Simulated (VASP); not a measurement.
A run of VASP 6.6.1 is set up as follows.

Contents of INCAR:

```
PREC = Accurate
ENCUT = 520
EDIFF = 1E-7
ISMEAR = -1
SIGMA = 0.05
LREAL = False
LASPH = True
NELM = 60
ALGO = Fast
ISIF = 2
LWAVE = False
LCHARG = False
GGA = PE
NBANDS = 36
```

KPOINTS

```
Automatic mesh
0
Gamma
  8 8 8
```

Contents of POSCAR:

```
ZnBi3
1.0
   -2.5721446395      2.5721446395      4.6524005239
    2.5721446395     -2.5721446395      4.6524005239
    2.5721446395      2.5721446395     -4.6524005239
Bi Zn
3 1
Direct
    0.5000000000      0.5000000000      0.0000000000
    0.2500000000      0.7500000000      0.5000000000
    0.7500000000      0.2500000000      0.5000000000
    0.0000000000      0.0000000000      0.0000000000
```

Potentials or basis: VASP PAW PBE potentials, release 64 (Bi_d, Zn).

Launch:

```console
$ cat potpaw_PBE.64/Bi_d/POTCAR potpaw_PBE.64/Zn/POTCAR > POTCAR
$ mpirun -np 1 vasp_std > vasp.out
```

Estimate the pressure.

-2.4 GPa.

Stress tensor (GPa, compression positive):
```
-2.61  0.00  0.00
 0.00 -2.61  0.00
 0.00  0.00 -2.06
```
